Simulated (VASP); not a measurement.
# CdTe (F-43m) in VASP: single point with HSE06

Aim: the single point of CdTe with HSE06.

Program: VASP 6.6.1. These are calculated values, not measurements. Logs are shortened: lines on timing, memory, paths and dates and some standing lists are left out, and cuts for length are marked.

## Step 1: The cell of the first run

It takes space group F-43m (No. 216, cubic). Conventional cell: a = 6.560 Å, b = 6.560 Å, c = 6.560 Å, α = 90.00°, β = 90.00°, γ = 90.00°. Within 3.7 Å of Cd (site symmetry -43m) lie 4 Te at 2.84 Å. Te (site symmetry -43m) has 4 Cd at 2.84 Å within 3.7 Å.

## Step 2: Single point, HSE06

POSCAR reads:

```
CdTe
1.0
    0.0000000000      3.2799551162      3.2799551162
    3.2799551162      0.0000000000      3.2799551162
    3.2799551162      3.2799551162      0.0000000000
Cd Te
1 1
Direct
    0.0000000000      0.0000000000      0.0000000000
    0.2500000000      0.2500000000      0.2500000000
```

INCAR.step1 reads:

```
SYSTEM = CdTe
ALGO = Normal
EDIFF = 1E-5
ENCUT = 520
GGA = PE
ISIF = 2
ISMEAR = 0
LASPH = .True.
LCHARG = .False.
LREAL = .False.
LWAVE = .True.
NBANDS = 16
NELM = 80
PREC = Accurate
SIGMA = 0.01
```

INCAR.step2 reads:

```
SYSTEM = CdTe
ALGO = Normal
EDIFF = 1E-7
ENCUT = 520
GGA = PE
HFSCREEN = 0.2079
ISIF = 2
ISMEAR = 0
ISTART = 1
LASPH = .True.
LCHARG = .False.
LHFCALC = .True.
LREAL = .False.
LWAVE = .False.
NBANDS = 16
NELM = 80
PREC = Accurate
PRECFOCK = Normal
SIGMA = 0.01
```

KPOINTS reads:

```
k-points
0
Gamma
  4 4 4
  0 0 0
```

Potentials or basis: VASP PAW PBE potentials, release 64 (Cd, Te).

The run is started by

```console
$ cat potpaw_PBE.64/Cd/POTCAR potpaw_PBE.64/Te/POTCAR > POTCAR
$ cp INCAR.step1 INCAR
$ mpirun -np 1 vasp_std > vasp.out
$ cp INCAR.step2 INCAR
$ mpirun -np 1 vasp_std > vasp.out
```

OUTCAR:

```text
SYSTEM = CdTe
   EDIFF = 1E-7
   ENCUT = 520
   GGA = PE
   HFSCREEN = 0.2079
   ISIF = 2
   ISMEAR = 0
   ISTART = 1
   LASPH = .True.
   LHFCALC = .True.
   LREAL = .False.
   NELM = 80
   PREC = Accurate
   PRECFOCK = Normal

 ion  position               nearest neighbor table
   1  0.000  0.000  0.000-   2 2.84   2 2.84   2 2.84   2 2.84
   2  0.250  0.250  0.250-   1 2.84   1 2.84   1 2.84   1 2.84

  LATTYP: Found a face centered cubic cell.
 ALAT       =     6.5599102324

  Lattice vectors:

 A1 = (   0.0000000000,   3.2799551162,   3.2799551162)
 A2 = (   3.2799551162,   0.0000000000,   3.2799551162)
 A3 = (   3.2799551162,   3.2799551162,   0.0000000000)

Analysis of symmetry for initial positions (statically):
=====================================================================
 Subroutine PRICEL returns:
 Original cell was already a primitive cell.

 Routine SETGRP: Setting up the symmetry group for a
 face centered cubic supercell.

 Subroutine GETGRP returns: Found 24 space group operations
 (whereof 24 operations were pure point group operations)
 out of a pool of 48 trial point group operations.

The static configuration has the point symmetry T_d .

Analysis of symmetry for dynamics (positions and initial velocities):
=====================================================================
 Subroutine PRICEL returns:
 Original cell was already a primitive cell.

 Routine SETGRP: Setting up the symmetry group for a
 face centered cubic supercell.

 Subroutine GETGRP returns: Found 24 space group operations
 (whereof 24 operations were pure point group operations)
 out of a pool of 48 trial point group operations.

The dynamic configuration has the point symmetry T_d .

 Subroutine INISYM returns: Found 24 space group operations
 (whereof 24 operations are pure point group operations),
 and found     1 'primitive' translations

----------------------------------------------------------------------------------------

                                     Primitive cell

  volume of cell :      70.5722

  direct lattice vectors                    reciprocal lattice vectors
     0.000000000  3.279955116  3.279955116    -0.152441110  0.152441110  0.152441110
     3.279955116  0.000000000  3.279955116     0.152441110 -0.152441110  0.152441110
     3.279955116  3.279955116  0.000000000     0.152441110  0.152441110 -0.152441110

  length of vectors
     4.638557009  4.638557009  4.638557009     0.264035748  0.264035748  0.264035748

  position of ions in fractional coordinates (direct lattice)
     0.000000000  0.000000000  0.000000000
     0.250000000  0.250000000  0.250000000

  ion indices of the primitive-cell ions
   primitive index   ion index
                 1           1
                 2           2

----------------------------------------------------------------------------------------

 KPOINTS: k-points

Automatic generation of k-mesh.
 Grid dimensions read from file:
 generate k-points for:    4    4    4

 Generating k-lattice:

  Cartesian coordinates                     Fractional coordinates (reciprocal lattice)
    -0.038110278  0.038110278  0.038110278     0.250000000  0.000000000  0.000000000
     0.038110278 -0.038110278  0.038110278     0.000000000  0.250000000  0.000000000
     0.038110278  0.038110278 -0.038110278     0.000000000  0.000000000  0.250000000

  Length of vectors
     0.066008937  0.066008937  0.066008937

  Shift w.r.t. Gamma in fractional coordinates (k-lattice)
     0.000000000  0.000000000  0.000000000

 Subroutine IBZKPT returns following result:
 ===========================================

 Found      8 irreducible k-points:

 Following reciprocal coordinates:
            Coordinates               Weight
  0.000000  0.000000  0.000000      1.000000
  0.250000  0.000000  0.000000      8.000000
  0.500000  0.000000  0.000000      4.000000
  0.250000  0.250000  0.000000      6.000000
  0.500000  0.250000  0.000000     24.000000
 -0.250000  0.250000  0.000000     12.000000
  0.500000  0.500000  0.000000      3.000000
 -0.250000  0.500000  0.250000      6.000000
   k-points           NKPTS =      8   k-points in BZ     NKDIM =     64   number of bands    NBANDS=     16
   number of dos      NEDOS =    301   number of ions     NIONS =      2
   total plane-waves  NPLWV =  46656
   dimension x,y,z NGX =    36 NGY =   36 NGZ =   36
   dimension x,y,z NGXF=    72 NGYF=   72 NGZF=   72
   ions per type =               1   1
   NGX,Y,Z   is equivalent  to a cutoff of  12.90, 12.90, 12.90 a.u.
   NGXF,Y,Z  is equivalent  to a cutoff of  25.80, 25.80, 25.80 a.u.
 SYSTEM =  CdTe
   PREC   = accura    normal or accurate (medium, high low for compatibility)
   ISTART =      1    job   : 0-new  1-cont  2-samecut
   ICHARG =      0    charge: 1-file 2-atom 10-const
   ISPIN  =      1    spin polarized calculation?
   LNONCOLLINEAR =      F non collinear calculations
   LSORBIT =      F    spin-orbit coupling
   LASPH  =      T    aspherical Exc in radial PAW
   ENCUT  =  520.0 eV  38.22 Ry    6.18 a.u.   8.62  8.62  8.62*2*pi/ulx,y,z
   NELM   =     80;   NELMIN=  2; NELMDL=  0     # of ELM steps
   EDIFF  = 0.1E-06   stopping-criterion for ELM
   LREAL  =      F    real-space projection
   EDIFFG = 0.1E-05   stopping-criterion for IOM
   NSW    =      0    number of steps for IOM
   IBRION =     -1    ionic relax: 0-MD 1-quasi-New 2-CG
   NFREE  =      0    steps in history (QN), initial steepest desc. (CG)
   ISIF   =      2    stress and relaxation
   ISYM   =      3    0-nonsym 1-usesym 2-fastsym
   POTIM  = 0.5000    time-step for ionic-motion
   TEBEG  =    0.0;   TEEND  =   0.0 temperature during run
   PSTRESS=    0.0 pullay stress
   NELECT =      18.0000    total number of electrons
   NUPDOWN=      -1.0000    fix difference up-down
   EMIN   =  10.00;   EMAX   =-10.00  energy-range for DOS
   EFERMI =   0.00;   METHOD = LEGACY
   ISMEAR =     0;   SIGMA  =   0.01  broadening in eV -4-tet -1-fermi 0-gaus
   EFERMI_NEDOS =   21; number of points for ismear=-14 and -15
   IALGO  =     38    algorithm
   IMIX   =      1    mixing-type and parameters
     AMIX     =   0.40;   BMIX     =  1.00
     AMIX_MAG =   1.60;   BMIX_MAG =  1.00
  volume/ion in A,a.u.               =      35.29       238.12
  Fermi-wavevector in a.u.,A,eV,Ry     =   1.038216  1.961944 14.665621  1.077893
  Thomas-Fermi vector in A             =   2.172690
   LORBIT       =      0    0 simple, 1 ext, 2 COOP (PROOUT), +10 PAW based schemes
   GGA     = PE    functional components
   LHFCALC =     T    Hartree Fock is set to
   PRECFOCK=normal    Normal, Fast or Accurate (Low or Medium for compatibility)
   ENCUT4O =  -1.0   cutoff for four orbital integrals eV
   NKREDX  =     1    reduce k-point grid by
   NKREDY  =     1    reduce k-point grid by
   NKREDZ  =     1    reduce k-point grid by
   AEXX    =    0.2500 exact exchange contribution
   HFSCREEN=    0.2079 screening length (either q_TF or 0.3 A-1)
   HFSCREENC=   0.2079 screening length for correlation (either q_TF or 0.3 A-1)
   ENCUTFOCK=  -1.0 apply spherical cutoff to Coloumb kernel
   IVDW    =     0    specifies the selected vdW correction
   LEPSILON=     F    determine dielectric tensor
   LRPA    =     F    only Hartree local field effects (RPA)
 non-spin polarized calculation
 Gauss-broadening in eV      SIGMA  =   0.01
  energy-cutoff  :      520.00
  volume of cell :       70.57
 maximum number of plane-waves:      1924
 NGX is ok and might be reduce to    36
  NGX = 28; NGY = 28; NGZ = 28

 number of electron      18.0000006 magnetization

 Free energy of the ion-electron system (eV)
  ---------------------------------------------------
  ext. energy  EPLUGINS =         0.00000000
  ---------------------------------------------------
  free energy    TOTEN  =        -5.99420673 eV

  energy without entropy =       -5.99420673  energy(sigma->0) =       -5.99420673

 E-fermi :   1.5812     XC(G=0):  -7.0327

 val. band max:        1.5292472665   @ k =   0.0000   0.0000   0.0000
 cond. band min:       2.9728476245   @ k =   0.0000   0.0000   0.0000
 fundamental gap:      1.4436003580
 Fermi energy:         1.5812024334

 k-point     1 :       0.0000    0.0000    0.0000
  band No.  band energies     occupation
      1     -10.3855      2.00000
      2      -7.9648      2.00000
      3      -7.9648      2.00000
      4      -7.9648      2.00000
      5      -7.7277      2.00000
      6      -7.7277      2.00000
      7       1.5292      2.00000
      8       1.5292      2.00000
      9       1.5292      2.00000
     10       2.9728      0.00000
     11       7.0172      0.00000
     12       7.0172      0.00000
     13       7.0172      0.00000
     14       9.9680      0.00000
     15      11.7944      0.00000
     16      11.7944      0.00000

 k-point     2 :       0.2500    0.0000    0.0000
  band No.  band energies     occupation
      1     -10.2021      2.00000
      2      -7.9333      2.00000
      3      -7.9333      2.00000
      4      -7.7352      2.00000
      5      -7.7282      2.00000
      6      -7.7282      2.00000
      7      -1.2239      2.00000
      8       1.1064      2.00000
      9       1.1064      2.00000
     10       4.2573      0.00000
     11       7.5741      0.00000
     12       7.5741      0.00000
     13       7.7058      0.00000
     14      10.7590      0.00000
     15      10.8705      0.00000
     16      10.8705      0.00000

 k-point     3 :       0.5000    0.0000    0.0000
  band No.  band energies     occupation
      1     -10.0353      2.00000
      2      -7.9082      2.00000
      3      -7.9082      2.00000
      4      -7.7211      2.00000
      5      -7.7211      2.00000
      6      -7.3083      2.00000
      7      -2.9880      2.00000
      8       0.7563      2.00000
      9       0.7563      2.00000
     10       4.1062      0.00000
     11       7.5895      0.00000
     12       7.5895      0.00000
     13       9.4721      0.00000
     14      11.1295      0.00000
     15      12.8422      0.00000
     16      12.8422      0.00000

 k-point     4 :       0.2500    0.2500    0.0000
  band No.  band energies     occupation
      1     -10.1445      2.00000
      2      -7.8974      2.00000
      3      -7.8974      2.00000
      4      -7.7907      2.00000
      5      -7.7149      2.00000
      6      -7.6588      2.00000
      7      -1.1696      2.00000
      8       0.4525      2.00000
      9       0.4525      2.00000
     10       5.2759      0.00000
     11       5.6135      0.00000
     12       8.9213      0.00000
     13       8.9213      0.00000
     14       9.1467      0.00000
     15      12.3601      0.00000
     16      13.1860      0.00000

 k-point     5 :       0.5000    0.2500    0.0000
  band No.  band energies     occupation
      1      -9.9856      2.00000
      2      -7.8771      2.00000
      3      -7.8641      2.00000
      4      -7.7608      2.00000
      5      -7.7146      2.00000
      6      -7.2360      2.00000
      7      -2.6329      2.00000
      8      -0.5409      2.00000
      9       0.1538      2.00000
     10       5.2825      0.00000
     11       6.8675      0.00000
     12       8.5327      0.00000
     13       9.1956      0.00000
     14      11.4960      0.00000
     15      13.0410      0.00000
     16      13.5160      0.00000

 k-point     6 :      -0.2500    0.2500    0.0000
  band No.  band energies     occupation
      1     -10.0362      2.00000
      2      -7.8952      2.00000
      3      -7.8911      2.00000
      4      -7.7343      2.00000
      5      -7.7325      2.00000
      6      -7.3745      2.00000
      7      -2.2562      2.00000
      8      -0.6076      2.00000
      9       0.7281      2.00000
     10       5.4706      0.00000
     11       7.5941      0.00000
     12       7.9604      0.00000
     13       8.3041      0.00000
     14      10.4311      0.00000
     15      12.0578      0.00000
     16      13.6242      0.00000

 k-point     7 :       0.5000    0.5000    0.0000
  band No.  band energies     occupation
      1      -9.9367      2.00000
      2      -7.8235      2.00000
      3      -7.8235      2.00000
      4      -7.8086      2.00000
      5      -7.7019      2.00000
      6      -7.1351      2.00000
      7      -2.8846      2.00000
      8      -0.3407      2.00000
      9      -0.3407      2.00000
     10       4.8759      0.00000
     11       5.0006      0.00000
     12      11.2962      0.00000
     13      11.7019      0.00000
     14      11.7019      0.00000
     15      13.3494      0.00000
     16      14.0405      0.00000

 k-point     8 :      -0.2500    0.5000    0.2500
  band No.  band energies     occupation
      1      -9.9388      2.00000
      2      -7.8588      2.00000
      3      -7.8473      2.00000
      4      -7.7545      2.00000
      5      -7.7261      2.00000
      6      -7.0659      2.00000
      7      -2.7275      2.00000
      8      -0.8224      2.00000
      9      -0.6436      2.00000
     10       6.6611      0.00000
     11       6.9714      0.00000
     12       7.9469      0.00000
     13       8.6702      0.00000
     14      12.1958      0.00000
     15      13.6354      0.00000
     16      13.7763      0.00000

------------------------ aborting loop because EDIFF is reached ----------------------------------------

  FORCE on cell =-STRESS in cart. coord.  units (eV):
  Direction    XX          YY          ZZ          XY          YZ          ZX
  --------------------------------------------------------------------------------------
  -------------------------------------------------------------------------------------
  Total        0.1076515      0.1076515      0.1076515     -0.0000000      0.0000000     -0.0000000
  in kB        2.4439755      2.4439755      2.4439755     -0.0000000      0.0000000     -0.0000000
  external PRESSURE =       2.4439755 kB  Pullay stress =       0.0000000 kB

 VOLUME and BASIS-vectors are now :
 -----------------------------------------------------------------------------
  energy-cutoff  :      520.00
  volume of cell :       70.57
      direct lattice vectors                 reciprocal lattice vectors
     0.000000000  3.279955116  3.279955116    -0.152441110  0.152441110  0.152441110
     3.279955116  0.000000000  3.279955116     0.152441110 -0.152441110  0.152441110
     3.279955116  3.279955116  0.000000000     0.152441110  0.152441110 -0.152441110

 POSITION                                       TOTAL-FORCE (eV/Angst)
 -----------------------------------------------------------------------------------
      0.00000      0.00000      0.00000         0.000000     -0.000000     -0.000000
      1.63998      1.63998      1.63998        -0.000000      0.000000      0.000000
 -----------------------------------------------------------------------------------
    total drift:                               -0.000003     -0.000002     -0.000002

  FREE ENERGIE OF THE ION-ELECTRON SYSTEM (eV)
  ---------------------------------------------------
  free  energy   TOTEN  =        -5.9942067262 eV

  energy  without entropy=       -5.9942067262  energy(sigma->0) =       -5.99420673
```

It took 15 min on 1 thread of Intel Xeon Platinum 8375C at 2.90GHz (Ice Lake), shared host; peak memory 0.32 GiB.

What came out:

- Free energy: -5.9942 eV
- Pressure: 0.2 GPa
- Band gap on the k mesh: 1.44 eV

Caveat: the PAW data sets were made with another functional, which shifts forces and pressure a little; spin-orbit coupling is left out, which moves the levels of the heavy elements.
